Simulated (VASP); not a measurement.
A run of VASP 6.6.1:

INCAR

```
ALGO = Normal
EDIFF = 1E-7
ENCUT = 520
GGA = PS
ISIF = 2
ISMEAR = -1
LASPH = True
LCHARG = False
LREAL = False
LWAVE = False
NBANDS = 26
NELM = 80
PREC = Accurate
SIGMA = 0.05
```

KPOINTS

```
k-points
0
Gamma
  9 9 5
```

POSCAR

```
ZnO
1.0
    3.2156175861      0.0000000000      0.0000000000
   -1.6078087930      2.7848065184      0.0000000000
    0.0000000000      0.0000000000      5.1910795746
Zn O
2 2
Direct
    0.6666666667      0.3333333333      0.0000489459
    0.3333333333      0.6666666667      0.5000489459
    0.3333333333      0.6666666667      0.8789610541
    0.6666666667      0.3333333333      0.3789610541
```

Potentials or basis: VASP PAW PBE potentials, release 64 (Zn, O).

Launch:

```bash
$ cat potpaw_PBE.64/Zn/POTCAR potpaw_PBE.64/O/POTCAR > POTCAR
$ mpirun -np 1 vasp_std > vasp.out
```

Hardware: 1 thread of Intel Xeon 6975P-C, with other jobs on the host.

Estimate the wall time of this run.

Run time: 33 s on 1 thread of Intel Xeon 6975P-C (shared host), peak memory 0.18 GiB. Counts: scf iterations 16, k points 36.
